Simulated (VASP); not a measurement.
# SrCl2 (P1) in VASP: single point with PBEsol

Aim: the single point of SrCl2 with PBEsol.

All numbers are computed with VASP 6.6.1; they aren't measurements. Logs are shortened: lines on timing, memory, paths and dates and some standing lists are left out, and cuts for length are marked.

### Step 1. The cell of the first run

The typed cell holds 24 atoms: a = 9.893 Å, b = 9.893 Å, c = 9.893 Å, α = 60.00°, β = 60.00°, γ = 60.00°.

### Step 2. Single point, PBEsol

INCAR

```
SYSTEM = SrCl2
PREC = Accurate
ENCUT = 520
EDIFF = 1E-6
ISMEAR = -1
SIGMA = 0.19
LREAL = Auto
LASPH = .True.
NELM = 60
ALGO = Normal
ISIF = 2
LWAVE = .False.
LCHARG = .False.
GGA = PS
NBANDS = 114
```

KPOINTS

```
Automatic mesh
0
Gamma
  2 2 2
  0 0 0
```

POSCAR

```
SrCl2
1.0
    0.0000000000      6.9954361705      6.9954361705
    6.9954361705      0.0000000000      6.9954361705
    6.9954361705      6.9954361705      0.0000000000
Sr Cl
8 16
Direct
   -0.0058550316      0.0030935169     -0.0031259666
   -0.0205868507      0.0057823414      0.5132085995
   -0.0028562908      0.5054582608      0.0084966825
    0.0186257149      0.4841948261      0.4924845165
    0.5094029755     -0.0022183034     -0.0015908944
    0.5046122806     -0.0147626249      0.5125262975
    0.4869606293      0.4984964361     -0.0097862375
    0.5032674753      0.4925051728      0.4889502837
    0.1248546879      0.1416950960      0.1396296065
    0.3412842948      0.3767256874      0.3982843145
    0.1119186111      0.1637345366      0.5967336987
    0.4088383384      0.3405795496      0.8679448074
    0.1402282826      0.6297917517      0.1179870676
    0.3459173154      0.8941600420      0.3980121371
    0.1105265606      0.6485795009      0.6200181653
    0.3862205921      0.8596452535      0.8744537654
    0.6158240022      0.1462417032      0.1278159758
    0.8820932462      0.3771607568      0.3754640791
    0.6431047172      0.1128307057      0.6255212532
    0.8830070562      0.3870202564      0.8393500215
    0.6264394232      0.6041074348      0.1574916807
    0.8886990530      0.8891789373      0.3577147213
    0.6255778615      0.6116006058      0.6308398637
    0.8813563372      0.8847961513      0.8698635584
```

Potentials or basis: VASP PAW PBE potentials, release 64 (Sr_sv, Cl).

Launch:

```console
cat potpaw_PBE.64/Sr_sv/POTCAR potpaw_PBE.64/Cl/POTCAR > POTCAR
mpirun -np 1 vasp_std > vasp.out
```

OUTCAR:

```text
SYSTEM = SrCl2
   PREC = Accurate
   ENCUT = 520
   EDIFF = 1E-6
   ISMEAR = -1
   LREAL = Auto
   LASPH = .True.
   NELM = 60
   ISIF = 2
   GGA = PS

 ion  position               nearest neighbor table
   1  0.994  0.003  0.997-  24 2.89  22 2.92  13 3.02  17 3.06  20 3.11  16 3.17  11 3.24   9 3.33
                             5 4.81   2 4.85   3 4.85   4 4.88   6 4.92   7 4.94   7 4.96   6 4.98
   2  0.979  0.006  0.513-  19 2.72  24 2.89  15 2.89  22 2.95  14 2.96  18 3.01   9 3.03  11 3.04
                             5 4.73   8 4.77   6 4.81   4 4.84   1 4.85   3 4.93   3 4.97   1 5.05
   3  0.997  0.505  0.008-   9 2.94  18 2.96  21 3.00  13 3.05  24 3.07  15 3.14  20 3.26  12 3.34
                             7 4.72   4 4.79   8 4.82   5 4.85   1 4.85   2 4.93   2 4.97   1 5.04
   4  0.019  0.484  0.492-  11 2.59  10 2.61  20 2.81  18 2.92  13 3.03  15 3.12  23 3.18  22 3.27
                             3 4.79   7 4.81   8 4.82   2 4.84   6 4.87   1 4.88   1 5.02   6 5.02
   5  0.509  0.998  0.998-  12 2.77  24 3.01  19 3.01  17 3.11  16 3.11   9 3.12  21 3.19  14 3.24
                             2 4.73   7 4.81   1 4.81   3 4.85   6 4.89   8 4.93   8 4.97   6 5.00
   6  0.505  0.985  0.513-  16 2.92  14 2.96  23 3.02  19 3.06  22 3.12  17 3.12  10 3.17  11 3.21
                             7 4.78   2 4.81   4 4.87   5 4.89   8 4.90   1 4.92   1 4.98   5 5.00
   7  0.487  0.498  0.990-  13 2.81  17 2.86  23 2.91  12 2.92  16 2.93  20 3.21  10 3.30  21 3.34
                             3 4.72   6 4.78   4 4.81   5 4.81   8 4.91   1 4.94   1 4.96   8 4.99
   8  0.503  0.493  0.489-  21 2.68  10 3.00  18 3.07  19 3.07  12 3.08  23 3.10  15 3.18  14 3.27
                             2 4.77   4 4.82   3 4.82   6 4.90   7 4.91   5 4.93   5 4.97   7 4.99
   9  0.125  0.142  0.140-   3 2.94   2 3.03   5 3.12   1 3.33
  10  0.341  0.377  0.398-   4 2.61   8 3.00   6 3.17   7 3.30
  11  0.112  0.164  0.597-   4 2.59   2 3.04   6 3.21   1 3.24
  12  0.409  0.341  0.868-   5 2.77   7 2.92   8 3.08   3 3.34
  13  0.140  0.630  0.118-   7 2.81   1 3.02   4 3.03   3 3.05
  14  0.346  0.894  0.398-   6 2.96   2 2.96   5 3.24   8 3.27
[... 8 lines left out ...]
  23  0.626  0.612  0.631-   7 2.91   6 3.02   8 3.10   4 3.18
  24  0.881  0.885  0.870-   2 2.89   1 2.89   5 3.01   3 3.07

  LATTYP: Found a face centered cubic cell.
 ALAT       =    13.9908723410

  Lattice vectors:

 A1 = (   0.0000000000,   6.9954361705,   6.9954361705)
 A2 = (   6.9954361705,   0.0000000000,   6.9954361705)
 A3 = (   6.9954361705,   6.9954361705,   0.0000000000)

Analysis of symmetry for initial positions (statically):
=====================================================================
 Subroutine PRICEL returns:
 Original cell was already a primitive cell.

 Routine SETGRP: Setting up the symmetry group for a
 face centered cubic supercell.

 Subroutine GETGRP returns: Found  1 space group operations
 (whereof  1 operations were pure point group operations)
 out of a pool of 48 trial point group operations.

The static configuration has the point symmetry C_1 .

Analysis of symmetry for dynamics (positions and initial velocities):
=====================================================================
 Subroutine PRICEL returns:
 Original cell was already a primitive cell.

 Routine SETGRP: Setting up the symmetry group for a
 face centered cubic supercell.

 Subroutine GETGRP returns: Found  1 space group operations
 (whereof  1 operations were pure point group operations)
 out of a pool of 48 trial point group operations.

The dynamic configuration has the point symmetry C_1 .

 Subroutine INISYM returns: Found  1 space group operations
 (whereof  1 operations are pure point group operations),
 and found     1 'primitive' translations

----------------------------------------------------------------------------------------

                                     Primitive cell

  volume of cell :     684.6591

  direct lattice vectors                    reciprocal lattice vectors
     0.000000000  6.995436170  6.995436170    -0.071475171  0.071475171  0.071475171
     6.995436170  0.000000000  6.995436170     0.071475171 -0.071475171  0.071475171
     6.995436170  6.995436170  0.000000000     0.071475171  0.071475171 -0.071475171

  length of vectors
     9.893040707  9.893040707  9.893040707     0.123798629  0.123798629  0.123798629

  position of ions in fractional coordinates (direct lattice)
     0.994144968  0.003093517  0.996874033
     0.979413149  0.005782341  0.513208599
     0.997143709  0.505458261  0.008496683
     0.018625715  0.484194826  0.492484516
     0.509402976  0.997781697  0.998409106
     0.504612281  0.985237375  0.512526298
[... 16 lines left out ...]
     0.625577861  0.611600606  0.630839864
     0.881356337  0.884796151  0.869863558

  ion indices of the primitive-cell ions
   primitive index   ion index
                 1           1
                 2           2
                 3           3
                 4           4
                 5           5
                 6           6
[... 16 lines left out ...]
                23          23
                24          24

----------------------------------------------------------------------------------------

 KPOINTS: Automatic mesh

Automatic generation of k-mesh.
 Grid dimensions read from file:
 generate k-points for:    2    2    2

 Generating k-lattice:

  Cartesian coordinates                     Fractional coordinates (reciprocal lattice)
    -0.035737586  0.035737586  0.035737586     0.500000000  0.000000000  0.000000000
     0.035737586 -0.035737586  0.035737586     0.000000000  0.500000000  0.000000000
     0.035737586  0.035737586 -0.035737586     0.000000000  0.000000000  0.500000000

  Length of vectors
     0.061899314  0.061899314  0.061899314

  Shift w.r.t. Gamma in fractional coordinates (k-lattice)
     0.000000000  0.000000000  0.000000000

 Subroutine IBZKPT returns following result:
 ===========================================

 Found      8 irreducible k-points:

 Following reciprocal coordinates:
            Coordinates               Weight
  0.000000  0.000000  0.000000      1.000000
  0.500000  0.000000  0.000000      1.000000
  0.000000  0.500000  0.000000      1.000000
  0.000000  0.000000  0.500000      1.000000
  0.500000  0.500000  0.500000      1.000000
  0.500000  0.500000  0.000000      1.000000
  0.000000  0.500000  0.500000      1.000000
  0.500000  0.000000  0.500000      1.000000
   k-points           NKPTS =      8   k-points in BZ     NKDIM =      8   number of bands    NBANDS=    114
   number of dos      NEDOS =    301   number of ions     NIONS =     24
   total plane-waves  NPLWV = 512000
   dimension x,y,z NGX =    80 NGY =   80 NGZ =   80
   dimension x,y,z NGXF=   160 NGYF=  160 NGZF=  160
   ions per type =               8  16
   NGX,Y,Z   is equivalent  to a cutoff of  13.44, 13.44, 13.44 a.u.
   NGXF,Y,Z  is equivalent  to a cutoff of  26.89, 26.89, 26.89 a.u.
 SYSTEM =  SrCl2
   PREC   = accura    normal or accurate (medium, high low for compatibility)
   ISTART =      0    job   : 0-new  1-cont  2-samecut
   ICHARG =      2    charge: 1-file 2-atom 10-const
   ISPIN  =      1    spin polarized calculation?
   LNONCOLLINEAR =      F non collinear calculations
   LSORBIT =      F    spin-orbit coupling
   LASPH  =      T    aspherical Exc in radial PAW
   ENCUT  =  520.0 eV  38.22 Ry    6.18 a.u.  18.39 18.39 18.39*2*pi/ulx,y,z
   NELM   =     60;   NELMIN=  2; NELMDL= -5     # of ELM steps
   EDIFF  = 0.1E-05   stopping-criterion for ELM
   LREAL  =      T    real-space projection
   EDIFFG = 0.1E-04   stopping-criterion for IOM
   NSW    =      0    number of steps for IOM
   IBRION =     -1    ionic relax: 0-MD 1-quasi-New 2-CG
   NFREE  =      0    steps in history (QN), initial steepest desc. (CG)
   ISIF   =      2    stress and relaxation
   ISYM   =      2    0-nonsym 1-usesym 2-fastsym
   POTIM  = 0.5000    time-step for ionic-motion
   TEBEG  =    0.0;   TEEND  =   0.0 temperature during run
   PSTRESS=    0.0 pullay stress
   NELECT =     192.0000    total number of electrons
   NUPDOWN=      -1.0000    fix difference up-down
   EMIN   =  10.00;   EMAX   =-10.00  energy-range for DOS
   EFERMI =   0.00;   METHOD = LEGACY
   ISMEAR =    -1;   SIGMA  =   0.19  broadening in eV -4-tet -1-fermi 0-gaus
   EFERMI_NEDOS =   21; number of points for ismear=-14 and -15
   IALGO  =     38    algorithm
   IMIX   =      4    mixing-type and parameters
     AMIX     =   0.40;   BMIX     =  1.00
     AMIX_MAG =   1.60;   BMIX_MAG =  1.00
  volume/ion in A,a.u.               =      28.53       192.51
  Fermi-wavevector in a.u.,A,eV,Ry     =   1.071562  2.024958 15.622809  1.148244
  Thomas-Fermi vector in A             =   2.207306
   LORBIT       =      0    0 simple, 1 ext, 2 COOP (PROOUT), +10 PAW based schemes
   GGA     = PS    functional components
   LHFCALC =     F    Hartree Fock is set to
   AEXX    =    0.0000 exact exchange contribution
   IVDW    =     0    specifies the selected vdW correction
   LEPSILON=     F    determine dielectric tensor
   LRPA    =     F    only Hartree local field effects (RPA)
 non-spin polarized calculation
  energy-cutoff  :      520.00
  volume of cell :      684.66
 maximum number of plane-waves:     18499
 NGX is ok and might be reduce to    80
   NGX = 37   NGY = 37   NGZ = 37

 number of electron     192.0000000 magnetization

 Free energy of the ion-electron system (eV)
  ---------------------------------------------------
  ext. energy  EPLUGINS =         0.00000000
  ---------------------------------------------------
  free energy    TOTEN  =      -104.85635054 eV

  energy without entropy =     -104.85632097  energy(sigma->0) =     -104.85633576

 E-fermi :   2.8499     XC(G=0):  -8.4371

 val. band max:        0.3081127997   @ k =   0.0000   0.0000   0.0000
 cond. band min:       5.0258878258   @ k =   0.0000   0.0000   0.0000
 fundamental gap:      4.7177750261
 Fermi energy:         2.8498630727

 k-point     1 :       0.0000    0.0000    0.0000
  band No.  band energies     occupation
      1     -33.0766      2.00000
      2     -33.0745      2.00000
      3     -33.0727      2.00000
      4     -32.9551      2.00000
      5     -32.8054      2.00000
      6     -32.7637      2.00000
[... 100 lines left out ...]
    107       6.6176      0.00000
    108       6.6213      0.00000

 k-point     2 :       0.5000    0.0000    0.0000
  band No.  band energies     occupation
      1     -33.0766      2.00000
      2     -33.0744      2.00000
      3     -33.0729      2.00000
      4     -32.9551      2.00000
      5     -32.8054      2.00000
      6     -32.7637      2.00000
[... 658 lines left out ...]
 k-point     8 :       0.5000    0.0000    0.5000
  band No.  band energies     occupation
      1     -33.0766      2.00000
      2     -33.0744      2.00000
      3     -33.0729      2.00000
      4     -32.9551      2.00000
      5     -32.8054      2.00000
      6     -32.7637      2.00000
[... 100 lines left out ...]
    107       6.4853      0.00000
    108       6.5210      0.00000
 [bands above 108 left out]

------------------------ aborting loop because EDIFF is reached ----------------------------------------

  FORCE on cell =-STRESS in cart. coord.  units (eV):
  Direction    XX          YY          ZZ          XY          YZ          ZX
  --------------------------------------------------------------------------------------
  -------------------------------------------------------------------------------------
  Total        0.4288843      0.8490372      0.7378119     -1.7979395     -0.9809457     -0.9976165
  in kB        1.0036363      1.9868401      1.7265608     -4.2073753     -2.2955204     -2.3345319
  external PRESSURE =       1.5723457 kB  Pullay stress =       0.0000000 kB

 VOLUME and BASIS-vectors are now :
 -----------------------------------------------------------------------------
  energy-cutoff  :      520.00
  volume of cell :      684.66
      direct lattice vectors                 reciprocal lattice vectors
     0.000000000  6.995436170  6.995436170    -0.071475171  0.071475171  0.071475171
     6.995436170  0.000000000  6.995436170     0.071475171 -0.071475171  0.071475171
     6.995436170  6.995436170  0.000000000     0.071475171  0.071475171 -0.071475171

 POSITION                                       TOTAL-FORCE (eV/Angst)
 -----------------------------------------------------------------------------------
      6.99521     13.92805      6.97612         0.333277     -0.006996      0.502905
      3.63057     10.44154      6.89187        -0.617836      0.258387      0.909813
      3.59534      7.03489     10.51136        -0.398433     -0.060910     -0.057893
      6.83230      3.57544      3.51745         1.590258     -1.507002      0.248084
     13.96423     10.54780     10.54341         0.203704      0.214751     -0.500008
     10.47751      7.11533     10.42215        -0.164297     -0.308303      0.088100
[... 16 lines left out ...]
      8.69141      8.78919      8.65460         0.020127     -0.447732      0.204937
     12.27461     12.25055     12.35501         0.250629      0.250473     -0.395416
 -----------------------------------------------------------------------------------
    total drift:                                0.000131      0.000453     -0.000172

  FREE ENERGIE OF THE ION-ELECTRON SYSTEM (eV)
  ---------------------------------------------------
  free  energy   TOTEN  =      -104.8563505405 eV

  energy  without entropy=     -104.8563209703  energy(sigma->0) =     -104.85633576
```

Wall time 52 min (1 thread of Intel Xeon 8259CL, shared host); peak memory 1.1 GiB.

What came out:

```
Free energy            : -104.8564 eV
Pressure               : 0.2 GPa
Largest force          : 2.205 eV/Å
Band gap on the k mesh : 4.72 eV
```

Forces in eV/Å, atoms in the order of the input:
```
Sr   0.333 -0.007  0.503
Sr  -0.618  0.258  0.910
Sr  -0.398 -0.061 -0.058
Sr   1.590 -1.507  0.248
Sr   0.204  0.215 -0.500
Sr  -0.164 -0.308  0.088
Sr  -0.201  0.475  0.387
Sr   0.866  0.458 -0.390
Cl  -0.514 -0.320  0.014
Cl  -0.880  1.091  1.281
Cl  -0.846  1.421 -1.357
Cl   0.492 -0.693  0.169
Cl  -0.031 -0.469 -0.351
Cl  -0.622  0.338  0.293
Cl  -0.137  0.512 -0.218
Cl   0.444 -0.111  0.232
Cl  -0.284  0.423 -0.256
Cl   0.103 -0.460 -0.078
Cl   0.325 -0.680 -0.564
Cl   0.698  0.731 -0.428
Cl  -0.549 -0.863  0.666
Cl  -0.083 -0.244 -0.399
Cl   0.020 -0.448  0.205
Cl   0.251  0.250 -0.395
```

Stress tensor (GPa, compression positive):
```
 0.10 -0.42 -0.23
-0.42  0.20 -0.23
-0.23 -0.23  0.17
```

Levels at points of the mesh, in eV from the valence-band top:
```csv
k point,band 92,band 93,band 94,band 95,band 96,band 97,band 98,band 99,band 100,band 101
"(0.00, 0.00, 0.00)",-0.37,-0.35,-0.16,-0.07,0.00,4.72,4.98,5.12,5.24,5.67
"(0.50, 0.00, 0.00)",-0.51,-0.46,-0.39,-0.32,-0.18,5.38,5.48,5.57,5.58,5.70
"(0.00, 0.50, 0.00)",-0.53,-0.43,-0.35,-0.33,-0.24,5.37,5.54,5.58,5.63,5.68
"(0.00, 0.00, 0.50)",-0.51,-0.45,-0.37,-0.32,-0.18,5.41,5.48,5.52,5.69,5.72
"(0.50, 0.50, 0.50)",-0.50,-0.45,-0.38,-0.32,-0.23,5.41,5.57,5.60,5.63,5.71
"(0.50, 0.50, 0.00)",-0.37,-0.37,-0.24,-0.15,-0.05,5.49,5.54,5.59,5.71,5.75
"(0.00, 0.50, 0.50)",-0.36,-0.30,-0.19,-0.16,-0.11,5.47,5.55,5.61,5.71,5.76
"(0.50, 0.00, 0.50)",-0.40,-0.34,-0.21,-0.18,-0.05,5.42,5.54,5.63,5.71,5.76
```

Caveat: the atoms stand as in a frame of molecular dynamics; the structure was generated, so it needn't be the stable form of SrCl2; the PAW data sets were made with another functional, which shifts forces and pressure a little.
